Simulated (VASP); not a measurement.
# BP (Pbcn) in VASP: relaxation of cell and atoms with PBE

Aim: the relaxation of cell and atoms of BP with PBE.

All numbers are computed with VASP 6.6.1; they aren't measurements. Logs are shortened: lines on timing, memory, paths and dates and some standing lists are left out, and cuts for length are marked.

## 1. The cell of the first run

The structure is orthorhombic, space group Pbcn (No. 60). The conventional cell has a = 5.778 Å, b = 6.250 Å, c = 5.426 Å, α = 90.00°, β = 90.00°, γ = 90.00°. B (site symmetry 1) has 4 P at 1.87 to 1.93 Å within 2.5 Å. P (site symmetry 1) has 4 B at 1.87 to 1.93 Å within 2.5 Å.

## 2. Relaxation of cell and atoms, PBE

INCAR

```
PREC     = Accurate       # precision mode
ENCUT    = 600            # plane-wave cutoff, eV
EDIFF    = 1E-6           # SCF threshold, eV
ISMEAR   = 0              # smearing method
SIGMA    = 0.1            # smearing width, eV
LREAL    = Auto         
LASPH    = T              # aspherical terms in the spheres
NELM     = 60             # most SCF steps
ALGO     = Normal         # electronic algorithm
ISIF     = 3              # what is computed and relaxed
LWAVE    = F              # write WAVECAR
LCHARG   = F              # write CHGCAR
GGA      = PE             # functional
IBRION   = 2              # ionic algorithm
NSW      = 90             # ionic steps
EDIFFG   = -0.04          # ionic threshold
```

KPOINTS

```
regular mesh
0
Gamma
  4 4 4
```

POSCAR

```
BP
1.0
    5.7778423600      0.0000000000      0.0000000000
    0.0000000000      6.2497392300      0.0000000000
    0.0000000000      0.0000000000      5.4263193200
B P
8 8
Direct
    0.8354290700      0.1344984200      0.4250912100
    0.8354290700      0.8655015800      0.9250912100
    0.1645709300      0.8655015800      0.5749087900
    0.1645709300      0.1344984200      0.0749087900
    0.6645709300      0.3655015800      0.9250912100
    0.3354290700      0.6344984200      0.0749087900
    0.6645709300      0.6344984200      0.4250912100
    0.3354290700      0.3655015800      0.5749087900
    0.1645709300      0.8655015800      0.9250912100
    0.8354290700      0.1344984200      0.0749087900
    0.1645709300      0.1344984200      0.4250912100
    0.8354290700      0.8655015800      0.5749087900
    0.3354290700      0.6344984200      0.4250912100
    0.3354290700      0.3655015800      0.9250912100
    0.6645709300      0.3655015800      0.5749087900
    0.6645709300      0.6344984200      0.0749087900
```

Potentials or basis: VASP PAW PBE potentials, release 64 (B, P).

Launch:

```sh
$ cat potpaw_PBE.64/B/POTCAR potpaw_PBE.64/P/POTCAR > POTCAR
$ mpirun -np 1 vasp_std > vasp.out
```

OUTCAR:

```text
PREC = Accurate
   ENCUT = 600
   EDIFF = 1E-6
   ISMEAR = 0
   LREAL = Auto
   LASPH = T
   NELM = 60
   ISIF = 3
   GGA = PE
   IBRION = 2
   NSW = 90
   EDIFFG = -0.04

 ion  position               nearest neighbor table
   1  0.835  0.134  0.425-  12 1.87  10 1.90  11 1.90  15 1.93
   2  0.835  0.866  0.925-  10 1.87  12 1.90   9 1.90  16 1.93
   3  0.165  0.866  0.575-  11 1.87   9 1.90  12 1.90  13 1.93
   4  0.165  0.134  0.075-   9 1.87  11 1.90  10 1.90  14 1.93
   5  0.665  0.366  0.925-  16 1.87  15 1.90  14 1.90  10 1.93
   6  0.335  0.634  0.075-  14 1.87  13 1.90  16 1.90   9 1.93
   7  0.665  0.634  0.425-  15 1.87  16 1.90  13 1.90  12 1.93
   8  0.335  0.366  0.575-  13 1.87  14 1.90  15 1.90  11 1.93
   9  0.165  0.866  0.925-   4 1.87   3 1.90   2 1.90   6 1.93  10 2.67  12 2.69
  10  0.835  0.134  0.075-   2 1.87   1 1.90   4 1.90   5 1.93   9 2.67  11 2.69
  11  0.165  0.134  0.425-   3 1.87   4 1.90   1 1.90   8 1.93  12 2.67  10 2.69
  12  0.835  0.866  0.575-   1 1.87   2 1.90   3 1.90   7 1.93  11 2.67   9 2.69
  13  0.335  0.634  0.425-   8 1.87   6 1.90   7 1.90   3 1.93  15 2.67  16 2.69
  14  0.335  0.366  0.925-   6 1.87   8 1.90   5 1.90   4 1.93  16 2.67  15 2.69
  15  0.665  0.366  0.575-   7 1.87   5 1.90   8 1.90   1 1.93  13 2.67  14 2.69
  16  0.665  0.634  0.075-   5 1.87   7 1.90   6 1.90   2 1.93  14 2.67  13 2.69

  LATTYP: Found a simple orthorhombic cell.
 ALAT       =     5.4263193200
 B/A-ratio  =     1.0647811194
 C/A-ratio  =     1.1517455685

  Lattice vectors:

 A1 = (   0.0000000000,   0.0000000000,   5.4263193200)
 A2 = (   5.7778423600,   0.0000000000,   0.0000000000)
 A3 = (   0.0000000000,   6.2497392300,   0.0000000000)

Analysis of symmetry for initial positions (statically):
=====================================================================
 Subroutine PRICEL returns:
 Original cell was already a primitive cell.

 Routine SETGRP: Setting up the symmetry group for a
 simple orthorhombic supercell.

 Subroutine GETGRP returns: Found  8 space group operations
 (whereof  2 operations were pure point group operations)
 out of a pool of  8 trial point group operations.

The static configuration has the point symmetry S_2 .
 The point group associated with its full space group is D_2h.

Analysis of symmetry for dynamics (positions and initial velocities):
=====================================================================
 Subroutine PRICEL returns:
 Original cell was already a primitive cell.

 Routine SETGRP: Setting up the symmetry group for a
 simple orthorhombic supercell.

 Subroutine GETGRP returns: Found  8 space group operations
 (whereof  2 operations were pure point group operations)
 out of a pool of  8 trial point group operations.

The dynamic configuration has the point symmetry S_2 .
 The point group associated with its full space group is D_2h.

 Subroutine INISYM returns: Found  8 space group operations
 (whereof  2 operations are pure point group operations),
 and found     1 'primitive' translations

----------------------------------------------------------------------------------------

                                     Primitive cell

  volume of cell :     195.9444

  direct lattice vectors                    reciprocal lattice vectors
     5.777842360  0.000000000  0.000000000     0.173074988  0.000000000  0.000000000
     0.000000000  6.249739230  0.000000000     0.000000000  0.160006676  0.000000000
     0.000000000  0.000000000  5.426319320     0.000000000  0.000000000  0.184286980

  length of vectors
     5.777842360  6.249739230  5.426319320     0.173074988  0.160006676  0.184286980

  position of ions in fractional coordinates (direct lattice)
     0.835429070  0.134498420  0.425091210
     0.835429070  0.865501580  0.925091210
     0.164570930  0.865501580  0.574908790
     0.164570930  0.134498420  0.074908790
     0.664570930  0.365501580  0.925091210
     0.335429070  0.634498420  0.074908790
[... 8 lines left out ...]
     0.664570930  0.365501580  0.574908790
     0.664570930  0.634498420  0.074908790

  ion indices of the primitive-cell ions
   primitive index   ion index
                 1           1
                 2           2
                 3           3
                 4           4
                 5           5
                 6           6
[... 8 lines left out ...]
                15          15
                16          16

----------------------------------------------------------------------------------------

 KPOINTS: regular mesh

Automatic generation of k-mesh.
 Grid dimensions read from file:
 generate k-points for:    4    4    4

 Generating k-lattice:

  Cartesian coordinates                     Fractional coordinates (reciprocal lattice)
     0.043268747  0.000000000  0.000000000     0.250000000  0.000000000  0.000000000
     0.000000000  0.040001669  0.000000000     0.000000000  0.250000000  0.000000000
     0.000000000  0.000000000  0.046071745     0.000000000  0.000000000  0.250000000

  Length of vectors
     0.043268747  0.040001669  0.046071745

  Shift w.r.t. Gamma in fractional coordinates (k-lattice)
     0.000000000  0.000000000  0.000000000

 Subroutine IBZKPT returns following result:
 ===========================================

 Found     27 irreducible k-points:

 Following reciprocal coordinates:
            Coordinates               Weight
  0.000000  0.000000  0.000000      1.000000
  0.250000  0.000000  0.000000      2.000000
  0.500000  0.000000  0.000000      1.000000
  0.000000  0.250000  0.000000      2.000000
  0.250000  0.250000  0.000000      4.000000
  0.500000  0.250000  0.000000      2.000000
[... 16 lines left out ...]
  0.250000  0.250000  0.500000      4.000000
  0.500000  0.250000  0.500000      2.000000
 [... further k-points ...]
   k-points           NKPTS =     27   k-points in BZ     NKDIM =     27   number of bands    NBANDS=     41
   number of dos      NEDOS =    301   number of ions     NIONS =     16
   total plane-waves  NPLWV = 115200
   dimension x,y,z NGX =    48 NGY =   50 NGZ =   48
   dimension x,y,z NGXF=    96 NGYF=  100 NGZF=   96
   ions per type =               8   8
   NGX,Y,Z   is equivalent  to a cutoff of  13.81, 13.30, 14.71 a.u.
   NGXF,Y,Z  is equivalent  to a cutoff of  27.62, 26.60, 29.41 a.u.
 SYSTEM =  unknown system
   PREC   = accura    normal or accurate (medium, high low for compatibility)
   ISTART =      0    job   : 0-new  1-cont  2-samecut
   ICHARG =      2    charge: 1-file 2-atom 10-const
   ISPIN  =      1    spin polarized calculation?
   LNONCOLLINEAR =      F non collinear calculations
   LSORBIT =      F    spin-orbit coupling
   LASPH  =      T    aspherical Exc in radial PAW
   ENCUT  =  600.0 eV  44.10 Ry    6.64 a.u.  11.54 12.48 10.84*2*pi/ulx,y,z
   NELM   =     60;   NELMIN=  2; NELMDL= -5     # of ELM steps
   EDIFF  = 0.1E-05   stopping-criterion for ELM
   LREAL  =      T    real-space projection
   EDIFFG = -.4E-01   stopping-criterion for IOM
   NSW    =     90    number of steps for IOM
   IBRION =      2    ionic relax: 0-MD 1-quasi-New 2-CG
   NFREE  =      1    steps in history (QN), initial steepest desc. (CG)
   ISIF   =      3    stress and relaxation
   ISYM   =      2    0-nonsym 1-usesym 2-fastsym
   POTIM  = 0.5000    time-step for ionic-motion
   TEBEG  =    0.0;   TEEND  =   0.0 temperature during run
   PSTRESS=    0.0 pullay stress
   NELECT =      64.0000    total number of electrons
   NUPDOWN=      -1.0000    fix difference up-down
   EMIN   =  10.00;   EMAX   =-10.00  energy-range for DOS
   EFERMI =   0.00;   METHOD = LEGACY
   ISMEAR =     0;   SIGMA  =   0.10  broadening in eV -4-tet -1-fermi 0-gaus
   EFERMI_NEDOS =   21; number of points for ismear=-14 and -15
   IALGO  =     38    algorithm
   IMIX   =      4    mixing-type and parameters
     AMIX     =   0.40;   BMIX     =  1.00
     AMIX_MAG =   1.60;   BMIX_MAG =  1.00
  volume/ion in A,a.u.               =      12.25        82.64
  Fermi-wavevector in a.u.,A,eV,Ry     =   1.127432  2.130538 17.294417  1.271104
  Thomas-Fermi vector in A             =   2.264118
   LORBIT       =      0    0 simple, 1 ext, 2 COOP (PROOUT), +10 PAW based schemes
   GGA     = PE    functional components
   LHFCALC =     F    Hartree Fock is set to
   AEXX    =    0.0000 exact exchange contribution
   IVDW    =     0    specifies the selected vdW correction
   LEPSILON=     F    determine dielectric tensor
   LRPA    =     F    only Hartree local field effects (RPA)
 conjugate gradient relaxation of ions
 non-spin polarized calculation
 Gauss-broadening in eV      SIGMA  =   0.10
  energy-cutoff  :      600.00
  volume of cell :      195.94
 maximum number of plane-waves:      6560
 NGX is ok and might be reduce to    48
   NGX = 23   NGY = 25   NGZ = 21

--------------------------------------- Ionic step        1  -------------------------------------------

 number of electron      64.0000003 magnetization

 Free energy of the ion-electron system (eV)
  ---------------------------------------------------
  ext. energy  EPLUGINS =         0.00000000
  ---------------------------------------------------
  free energy    TOTEN  =       -97.00215342 eV

  energy without entropy =      -97.00215341  energy(sigma->0) =      -97.00215342

------------------------ aborting loop because EDIFF is reached ----------------------------------------

  FORCE on cell =-STRESS in cart. coord.  units (eV):
  Direction    XX          YY          ZZ          XY          YZ          ZX
  --------------------------------------------------------------------------------------
  -------------------------------------------------------------------------------------
  Total       26.9220471     20.2412757     24.9678927      0.0000000      0.0000000      0.0000000
  in kB      220.1332927    165.5066814    204.1547734      0.0000000      0.0000000      0.0000000
  external PRESSURE =     196.5982492 kB  Pullay stress =       0.0000000 kB
[... 131 lines left out ...]
  FREE ENERGIE OF THE ION-ELECTRON SYSTEM (eV)
  ---------------------------------------------------
  free  energy   TOTEN  =       -98.6863530465 eV

  energy  without entropy=      -98.6863530465  energy(sigma->0) =      -98.68635305

 E-fermi :   6.7439     XC(G=0): -10.0195

 val. band max:        6.3205827647   @ k =   0.0000   0.0000   0.0000
 cond. band min:       7.1726755080   @ k =   0.2500   0.2500   0.0000
 fundamental gap:      0.8520927433
 Fermi energy:         6.7439321981

 k-point     1 :       0.0000    0.0000    0.0000
  band No.  band energies     occupation
      1      -9.2991      2.00000
      2      -7.4906      2.00000
      3      -6.6288      2.00000
      4      -6.2901      2.00000
      5      -6.2402      2.00000
      6      -5.2355      2.00000
[... 1045 lines left out ...]
     40       8.7527      0.00000
     41      10.6747      0.00000

 [... further k-points ...]

[... ionic steps 4 to 11 ...]

--------------------------------------- Ionic step       12  -------------------------------------------

 number of electron      63.9999999 magnetization

------------------------ aborting loop because EDIFF is reached ----------------------------------------
[... 95 lines left out ...]
--------------------------------------- Ionic step       14  -------------------------------------------

 number of electron      63.9999998 magnetization

 Free energy of the ion-electron system (eV)
  ---------------------------------------------------
  ext. energy  EPLUGINS =         0.00000000
  ---------------------------------------------------
  free energy    TOTEN  =       -98.87448351 eV

  energy without entropy =      -98.87448351  energy(sigma->0) =      -98.87448351

 E-fermi :   6.1475     XC(G=0):  -9.8635

 val. band max:        5.6739804638   @ k =   0.0000   0.0000   0.0000
 cond. band min:       6.9502589461   @ k =   0.2500   0.2500   0.0000
 fundamental gap:      1.2762784823
 Fermi energy:         6.1475465904

 k-point     1 :       0.0000    0.0000    0.0000
  band No.  band energies     occupation
      1      -9.4622      2.00000
      2      -7.7817      2.00000
      3      -6.7554      2.00000
      4      -6.4855      2.00000
      5      -6.4745      2.00000
      6      -5.5151      2.00000
[... 1090 lines left out ...]
  FREE ENERGIE OF THE ION-ELECTRON SYSTEM (eV)
  ---------------------------------------------------
  free  energy   TOTEN  =       -98.8744835093 eV

  energy  without entropy=      -98.8744835093  energy(sigma->0) =      -98.87448351

 reached required accuracy - stopping structural energy minimisation
```

It took 20 min on 1 thread of Intel Xeon 6975P-C (Granite Rapids), shared host; peak memory 0.43 GiB.

Results:

```yaml
Free_energy: -98.8745 eV
Relaxed_volume: 13.78 Å³/atom
Relaxed_cell: a = 6.198 Å, b = 6.344 Å, c = 5.610 Å, α = 90.00°, β = 90.00°, γ = 90.00°
Space_group_after_relaxing_to_0.05_Å: Pbcn (No. 60)
Energy_gained_by_relaxing: 117.0 meV/atom
Ionic_steps: 14
Pressure_after_relaxing: 0.0 GPa
Largest_force_after_relaxing: 0.029 eV/Å
Band_gap_on_the_k_mesh: 1.28 eV, indirect (least direct gap 1.32 eV)
```

Forces in eV/Å, atoms in the order of the input:
```
B   -0.028  0.000 -0.007
B   -0.028  0.000 -0.007
B    0.028  0.000  0.007
B    0.028  0.000  0.007
B    0.028  0.000 -0.007
B   -0.028  0.000  0.007
B    0.028  0.000 -0.007
B   -0.028  0.000  0.007
P   -0.011  0.000 -0.006
P    0.011  0.000  0.006
P   -0.011  0.000 -0.006
P    0.011  0.000  0.006
P    0.011  0.000 -0.006
P    0.011  0.000 -0.006
P   -0.011  0.000  0.006
P   -0.011  0.000  0.006
```

Stress tensor (GPa, compression positive):
```
 0.04  0.00  0.00
 0.00  0.00  0.00
 0.00  0.00 -0.10
```

Step by step:
```csv
step,energy change (eV),largest force (eV/Å),pressure (GPa),volume (Å³)
1,0.0000,2.1286,19.66,195.94
2,0.5504,2.6053,-10.25,241.70
3,-1.6842,0.6506,1.93,214.90
4,-1.6862,0.6016,2.29,214.36
5,-1.7719,0.2073,-1.42,221.51
6,-1.7858,0.1520,-0.47,219.51
7,-1.8172,0.1265,-0.07,219.33
8,-1.8334,0.2206,0.49,219.06
9,-1.8525,0.1321,0.30,219.51
10,-1.8622,0.1568,0.04,220.16
11,-1.8679,0.1019,-0.03,220.39
12,-1.8704,0.0736,-0.12,220.71
13,-1.8704,0.0671,-0.11,220.67
14,-1.8723,0.0290,-0.02,220.55
```

Final structure:
```
B P
1.0
     6.19753    0.00000    0.00000
     0.00000    6.34405    0.00000
     0.00000    0.00000    5.60953
B P
8 8
Direct
  0.83858 0.14100 0.42550
  0.83858 0.85900 0.92550
  0.16142 0.85900 0.57450
  0.16142 0.14100 0.07450
  0.66142 0.35900 0.92550
  0.33858 0.64100 0.07450
  0.66142 0.64100 0.42550
  0.33858 0.35900 0.57450
  0.16355 0.85728 0.92902
  0.83645 0.14272 0.07098
  0.16355 0.14272 0.42902
  0.83645 0.85728 0.57098
  0.33645 0.64272 0.42902
  0.33645 0.35728 0.92902
  0.66355 0.35728 0.57098
  0.66355 0.64272 0.07098
```

A k mesh can miss the band edges. As with any semilocal functional, this PBE gap is likely too small.
